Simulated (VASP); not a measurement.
Runs of VASP 6.6.1 on P. The structure is that of space group P6/mmm (No. 191), or close to it. The cells are those of the table. This isn't the form of P at room conditions, which is orthorhombic.

```tsv
task	cell	k mesh	cutoff (eV)	gap on the mesh (eV)	pressure (GPa)	relaxed volume (Å³/atom)
single point	a = 2.631, b = 2.631, c = 2.437 Å, angles 90.0, 90.0, 120.0°, 1 atom	24 × 24 × 22	520	none	-0.2	-
single point	a = 2.590, b = 2.590, c = 2.483 Å, angles 90.0, 90.0, 120.0°, 1 atom	6 × 6 × 6	520	none	-0.2	-
single point	a = 2.667, b = 2.667, c = 2.411 Å, angles 90.0, 90.0, 120.0°, 1 atom	9 × 9 × 8	520	none	-0.3	-
relaxation of cell and atoms	relaxed from a = 2.590, b = 2.590, c = 2.483 Å, angles 90.0, 90.0, 120.0°, 1 atom	9 × 9 × 8	600	none	0.2	14.78
relaxation of cell and atoms	relaxed from a = 3.257, b = 3.257, c = 3.044 Å, angles 90.0, 90.0, 120.0°, 1 atom	6 × 6 × 6	600	none	0.0	(a)
single point	a = 3.257, b = 3.257, c = 3.044 Å, angles 90.0, 90.0, 120.0°, 1 atom	6 × 6 × 6	520	none	-18.1	-
```

Alike in all rows: level r2SCAN; potentials or basis VASP PAW PBE potentials, release 64 (P); no spin polarisation; smearing gaussian 0.1 eV.

Q: Fill in the values left out.

A: (a) 14.39.

Caveats: some runs use coarse meshes; the PAW data sets were made with another functional, which shifts forces and pressure a little; the volume moved by over 15 % at a fixed basis, so the end points are rough (at least some runs).

A gap of «none» marks levels without a gap at the run's occupations.
